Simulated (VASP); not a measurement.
# Si5BrO11 (a cell with a defect) in VASP: single point with PBEsol

Aim: the single point of Si5BrO11 (a cell with a defect) with PBEsol.

Everything below comes from runs of VASP 6.6.1. Logs are shortened: lines on timing, memory, paths and dates and some standing lists are left out, and cuts for length are marked.

### Step 1. The cell of the first run

The cell holds a defect, 17 atoms: a = 9.902 Å, b = 4.951 Å, c = 5.443 Å, α = 90.00°, β = 90.00°, γ = 120.00°.

### Step 2. Single point, PBEsol, collinear spin

Contents of INCAR:

```
PREC = Accurate
ENCUT = 520
EDIFF = 1E-6
ISMEAR = 1
SIGMA = 0.05
LREAL = Auto
LASPH = True
NELM = 150
ALGO = Normal
ISIF = 2
LWAVE = False
LCHARG = True
ISPIN = 2
MAGMOM = 0 0 0.6 0 0 0 0.6 0 0.6 0 0 0 0 0 0 0.6 0.6
LORBIT = 11
GGA = PS
LELF = True
LVHAR = True
NBANDS = 64
```

Contents of KPOINTS:

```
Automatic mesh
0
Gamma
  2 2 2
  0.5 0.5 0.5
```

Contents of POSCAR:

```
Si5BrO11
1.0
    9.9016390000      0.0000000000      0.0000000000
   -2.4754100000      4.2875350000      0.0000000000
    0.0000000000      0.0000000000      5.4429400000
Si O Br
5 11 1
Direct
    0.2299540000      0.9974850000      0.3267890000
    0.0049100000      0.4776780000      0.6606970000
    0.4929800000      0.4754120000      0.6698290000
    0.2712980000      0.5368440000      0.0059320000
    0.7688840000      0.5354710000      0.9993820000
    0.2124120000      0.2750110000      0.2100300000
    0.7063110000      0.2691750000      0.2206080000
    0.3709210000      0.1499210000      0.5398860000
    0.8613880000      0.1267620000      0.5490710000
    0.4328240000      0.5885880000      0.8791950000
    0.9272960000      0.5935080000      0.8831050000
    0.1387010000      0.4093590000      0.7902240000
    0.6255920000      0.3952630000      0.7930160000
    0.0608740000      0.7272630000      0.4506260000
    0.2889080000      0.8521950000      0.1161560000
    0.7910080000      0.8603710000      0.1199260000
    0.5863050000      0.7487870000      0.4559520000
```

Potentials or basis: VASP PAW PBE potentials, release 64 (Si, O, Br).

Run with:

```
$ cat potpaw_PBE.64/Si/POTCAR potpaw_PBE.64/O/POTCAR potpaw_PBE.64/Br/POTCAR > POTCAR
$ mpirun -np 1 vasp_std > vasp.out
```

OUTCAR:

```text
PREC = Accurate
   ENCUT = 520
   EDIFF = 1E-6
   ISMEAR = 1
   LREAL = Auto
   LASPH = True
   NELM = 150
   ISIF = 2
   ISPIN = 2
   LORBIT = 11
   GGA = PS

 ion  position               nearest neighbor table
   1  0.230  0.997  0.327-   6 1.60  15 1.61  14 1.68   8 1.68   2 3.03   4 3.04   4 3.06   3 3.12

   2  0.005  0.478  0.661-  14 1.57  12 1.68  11 1.68   9 1.71   1 3.03   5 3.10   4 3.13
   3  0.493  0.475  0.670-  10 1.52   8 1.62  17 1.67  13 1.69   4 2.99   1 3.12
   4  0.271  0.537  0.006-   6 1.58  15 1.60  12 1.63  10 1.64   3 2.99   1 3.04   1 3.06   2 3.13

   5  0.769  0.535  0.999-  11 1.58  16 1.65   7 1.66  13 1.66   2 3.10
   6  0.212  0.275  0.210-   4 1.58   1 1.60
   7  0.706  0.269  0.221-   5 1.66
   8  0.371  0.150  0.540-   3 1.62   1 1.68
   9  0.861  0.127  0.549-   2 1.71
  10  0.433  0.589  0.879-   3 1.52   4 1.64
  11  0.927  0.594  0.883-   5 1.58   2 1.68
  12  0.139  0.409  0.790-   4 1.63   2 1.68
  13  0.626  0.395  0.793-   5 1.66   3 1.69
  14  0.061  0.727  0.451-   2 1.57   1 1.68
  15  0.289  0.852  0.116-   4 1.60   1 1.61
  16  0.791  0.860  0.120-   5 1.65
  17  0.586  0.749  0.456-   3 1.67

  Warning from LATTYP: Monoclinic adjustment (A1->A3, A2->A1, A3->A2)!
  LATTYP: Found a simple orthorhombic cell.
 ALAT       =     4.9508192296
 B/A-ratio  =     1.0994018863
 C/A-ratio  =     1.7320508123

  Lattice vectors:

 A1 = (  -2.4754100000,   4.2875350000,   0.0000000000)
 A2 = (   0.0000000000,   0.0000000000,   5.4429400000)
 A3 = (   7.4262290000,   4.2875350000,   0.0000000000)

Analysis of symmetry for initial positions (statically):
=====================================================================
 Subroutine PRICEL returns:
 Original cell was already a primitive cell.

 Routine SETGRP: Setting up the symmetry group for a
 simple orthorhombic supercell.

 Subroutine GETGRP returns: Found  1 space group operations
 (whereof  1 operations were pure point group operations)
 out of a pool of  8 trial point group operations.

The static configuration has the point symmetry C_1 .

Analysis of symmetry for dynamics (positions and initial velocities):
=====================================================================
 Subroutine PRICEL returns:
 Original cell was already a primitive cell.

 Routine SETGRP: Setting up the symmetry group for a
 simple orthorhombic supercell.

 Subroutine GETGRP returns: Found  1 space group operations
 (whereof  1 operations were pure point group operations)
 out of a pool of  8 trial point group operations.

The dynamic configuration has the point symmetry C_1 .

Analysis of structural, dynamic, and magnetic symmetry:
=====================================================================
 Subroutine PRICEL returns:
 Original cell was already a primitive cell.

 Routine SETGRP: Setting up the symmetry group for a
 simple orthorhombic supercell.

 Subroutine GETGRP returns: Found  1 space group operations
 (whereof  1 operations were pure point group operations)
 out of a pool of  8 trial point group operations.

The overall configuration has the point symmetry C_1 .

 Subroutine INISYM returns: Found  1 space group operations
 (whereof  1 operations are pure point group operations),
 and found     1 'primitive' translations

----------------------------------------------------------------------------------------

                                     Primitive cell

  volume of cell :     231.0725

  direct lattice vectors                    reciprocal lattice vectors
     9.901639000  0.000000000  0.000000000     0.100993381  0.058308568  0.000000000
    -2.475410000  4.287535000  0.000000000     0.000000000  0.233234248  0.000000000
     0.000000000  0.000000000  5.442940000     0.000000000  0.000000000  0.183724237

  length of vectors
     9.901639000  4.950819230  5.442940000     0.116617117  0.233234248  0.183724237

  position of ions in fractional coordinates (direct lattice)
     0.229954000  0.997485000  0.326789000
[... 70 lines left out ...]
   number of dos      NEDOS =    301   number of ions     NIONS =     17
   total plane-waves  NPLWV = 128000
   dimension x,y,z NGX =    80 NGY =   40 NGZ =   40
   dimension x,y,z NGXF=   160 NGYF=   80 NGZF=   80
   ions per type =               5  11   1
   NGX,Y,Z   is equivalent  to a cutoff of  13.43, 13.43, 12.22 a.u.
   NGXF,Y,Z  is equivalent  to a cutoff of  26.86, 26.86, 24.43 a.u.
 SYSTEM =  unknown system
   PREC   = accura    normal or accurate (medium, high low for compatibility)
   ISTART =      0    job   : 0-new  1-cont  2-samecut
   ICHARG =      2    charge: 1-file 2-atom 10-const
   ISPIN  =      2    spin polarized calculation?
   LNONCOLLINEAR =      F non collinear calculations
   LSORBIT =      F    spin-orbit coupling
   LASPH  =      T    aspherical Exc in radial PAW
   ENCUT  =  520.0 eV  38.22 Ry    6.18 a.u.  18.41  9.21 10.12*2*pi/ulx,y,z
   NELM   =    150;   NELMIN=  2; NELMDL= -5     # of ELM steps
   EDIFF  = 0.1E-05   stopping-criterion for ELM
   LREAL  =      T    real-space projection
   EDIFFG = 0.1E-04   stopping-criterion for IOM
   NSW    =      0    number of steps for IOM
   IBRION =     -1    ionic relax: 0-MD 1-quasi-New 2-CG
   NFREE  =      0    steps in history (QN), initial steepest desc. (CG)
   ISIF   =      2    stress and relaxation
   ISYM   =      2    0-nonsym 1-usesym 2-fastsym
   POTIM  = 0.5000    time-step for ionic-motion
   TEBEG  =    0.0;   TEEND  =   0.0 temperature during run
   PSTRESS=    0.0 pullay stress
   NELECT =      93.0000    total number of electrons
   NUPDOWN=      -1.0000    fix difference up-down
   EMIN   =  10.00;   EMAX   =-10.00  energy-range for DOS
   EFERMI =   0.00;   METHOD = LEGACY
   ISMEAR =     1;   SIGMA  =   0.05  broadening in eV -4-tet -1-fermi 0-gaus
   EFERMI_NEDOS =   21; number of points for ismear=-14 and -15
   IALGO  =     38    algorithm
   IMIX   =      4    mixing-type and parameters
     AMIX     =   0.40;   BMIX     =  1.00
     AMIX_MAG =   1.60;   BMIX_MAG =  1.00
  volume/ion in A,a.u.               =      13.59        91.73
  Fermi-wavevector in a.u.,A,eV,Ry     =   1.208703  2.284118 19.877618  1.460964
  Thomas-Fermi vector in A             =   2.344303
   LORBIT       =     11    0 simple, 1 ext, 2 COOP (PROOUT), +10 PAW based schemes
   GGA     = PS    functional components
   LHFCALC =     F    Hartree Fock is set to
   AEXX    =    0.0000 exact exchange contribution
   IVDW    =     0    specifies the selected vdW correction
   LEPSILON=     F    determine dielectric tensor
   LRPA    =     F    only Hartree local field effects (RPA)
 spin polarized calculation
 Methfessel and Paxton  Order N= 1 SIGMA  =   0.05
  energy-cutoff  :      520.00
  volume of cell :      231.07
 maximum number of plane-waves:      6219
 NGX is ok and might be reduce to    80
   NGX = 37   NGY = 19   NGZ = 21

 number of electron      93.0000003 magnetization       3.0001476

 Free energy of the ion-electron system (eV)
  ---------------------------------------------------
  ext. energy  EPLUGINS =         0.00000000
  ---------------------------------------------------
  free energy    TOTEN  =      -117.25382603 eV

  energy without entropy =     -117.25536423  energy(sigma->0) =     -117.25433876

 E-fermi :   1.5076     XC(G=0):  -9.3341

 val. band max:        1.4731184837   @ k =  -0.2500   0.2500  -0.2500
 cond. band min:       1.6500240082   @ k =  -0.2500   0.2500   0.2500
 fundamental gap:      0.1769055244
 Fermi energy:         1.5076330953

 spin component 1

 k-point     1 :       0.2500    0.2500    0.2500
  band No.  band energies     occupation
      1     -18.8686      1.00000
      2     -18.3148      1.00000
      3     -17.9117      1.00000
      4     -17.5719      1.00000
      5     -17.3000      1.00000
      6     -16.9771      1.00000
[... 233 lines left out ...]
     57      10.4659      0.00000
     58      10.6486      0.00000
 Fermi energy:         1.5076330953

 spin component 2

 k-point     1 :       0.2500    0.2500    0.2500
  band No.  band energies     occupation
      1     -18.8520      1.00000
      2     -18.2692      1.00000
      3     -17.8367      1.00000
      4     -17.5554      1.00000
      5     -17.1552      1.00000
      6     -16.9094      1.00000
[... 233 lines left out ...]
     57      10.5774      0.00000
     58      10.7747      0.00000
 [bands above 58 left out]

------------------------ aborting loop because EDIFF is reached ----------------------------------------

  FORCE on cell =-STRESS in cart. coord.  units (eV):
  Direction    XX          YY          ZZ          XY          YZ          ZX
  --------------------------------------------------------------------------------------
  -------------------------------------------------------------------------------------
  Total        1.2146155     26.8302775     28.1141980      2.2192846    -24.4596611    -11.6154253
  in kB        8.4217253    186.0319048    194.9341673     15.3877550   -169.5948674    -80.5373594
  external PRESSURE =     129.7959325 kB  Pullay stress =       0.0000000 kB

 VOLUME and BASIS-vectors are now :
 -----------------------------------------------------------------------------
  energy-cutoff  :      520.00
  volume of cell :      231.07
      direct lattice vectors                 reciprocal lattice vectors
     9.901639000  0.000000000  0.000000000     0.100993381  0.058308568  0.000000000
    -2.475410000  4.287535000  0.000000000     0.000000000  0.233234248  0.000000000
     0.000000000  0.000000000  5.442940000     0.000000000  0.000000000  0.183724237

 POSITION                                       TOTAL-FORCE (eV/Angst)
 -----------------------------------------------------------------------------------
     -0.19226      4.27675      1.77869         0.480431     -0.223313      1.980490
     -1.13383      2.04806      3.59613        -0.824933     -2.950135      2.416219
      3.70447      2.03835      3.64584         0.840841    -18.777668     14.853585
      1.35739      2.30174      0.03229        -0.148352      0.114987     -1.895941
      6.28770      2.29585      5.43958        -1.770804     -0.952679      0.122096
      1.42246      1.17912      1.14318        -0.230875     -0.676577      0.980995
[... 9 lines left out ...]
      5.70250      3.68887      0.65275         0.413394     -0.367781     -0.194982
      3.95183      3.21045      2.48172         3.036230     18.720508    -18.697970
 -----------------------------------------------------------------------------------
    total drift:                                0.002941      0.006798     -0.013650

  FREE ENERGIE OF THE ION-ELECTRON SYSTEM (eV)
  ---------------------------------------------------
  free  energy   TOTEN  =      -117.2538260268 eV

  energy  without entropy=     -117.2553642274  energy(sigma->0) =     -117.25433876

 total charge

# of ion       s       p       d       tot
------------------------------------------
    1        0.639   0.966   0.000   1.604
    2        0.650   0.955   0.000   1.605
    3        0.764   1.264   0.000   2.029
    4        0.652   1.017   0.000   1.669
    5        0.669   1.011   0.000   1.680
    6        1.549   3.714   0.000   5.263
[... 9 lines left out ...]
   16        1.599   3.285   0.000   4.883
   17        1.661   3.534   0.130   5.326
--------------------------------------------------
tot         22.232  47.876   0.130  70.238

 magnetization (x)

# of ion       s       p       d       tot
------------------------------------------
    1       -0.000  -0.000   0.000  -0.001
    2       -0.004  -0.005   0.000  -0.009
    3        0.001   0.004   0.000   0.005
    4        0.000   0.001   0.000   0.001
    5       -0.008  -0.018   0.000  -0.026
    6       -0.000   0.002   0.000   0.002
[... 9 lines left out ...]
   16        0.009   0.666   0.000   0.676
   17        0.012   0.174   0.005   0.191
--------------------------------------------------
tot          0.035   2.419   0.005   2.459
```

Wall time 4.6 min (1 thread of Intel Xeon Platinum 8488C (Sapphire Rapids), shared host); peak memory 0.45 GiB.

What came out:

* Free energy: -117.2538 eV
* Pressure: 13.0 GPa
* Largest force: 26.633 eV/Å
* Band gap on the k mesh: 0.18 eV
* Net moment: 3.00 μB per cell
* Site moments: Si -0.00, -0.01, +0.01, +0.00, -0.03; O +0.00, +0.69, +0.03, +0.65, +0.02, +0.06, +0.13, +0.01, +0.68 (each value once); Br +0.19 μB
* Valence electrons inside the program's atomic spheres: Si 1.60, 2.03, 1.67, 1.68 (each value once); O 5.26, 4.88, 5.19, 4.86, 5.28, 5.20, 5.18, 5.14, 5.21, 5.24 (each value once); Br 5.33

Forces on the atoms (eV/Å):
```
Si    0.480  -0.223   1.980
Si   -0.825  -2.950   2.416
Si    0.841 -18.778  14.854
Si   -0.148   0.115  -1.896
Si   -1.771  -0.953   0.122
O    -0.231  -0.677   0.981
O    -0.165   1.169  -0.328
O    -1.682  -2.145  -0.761
O     1.090   1.689   0.580
O    -3.864   0.949   4.389
O     2.212  -0.085  -1.481
O    -1.106   0.592  -0.893
O     0.190   0.070   0.752
O     1.460   2.542  -1.949
O     0.069   0.333   0.125
O     0.413  -0.368  -0.195
Br    3.036  18.721 -18.698
```

Stress tensor (GPa, compression positive):
```
  0.84   1.54  -8.05
  1.54  18.60 -16.96
 -8.05 -16.96  19.49
```

Caveat: the k points lie up to 0.63 Å⁻¹ apart; semilocal functionals underestimate gaps, and a narrow one can read as zero; the PAW data sets were made with another functional, which shifts forces and pressure a little.
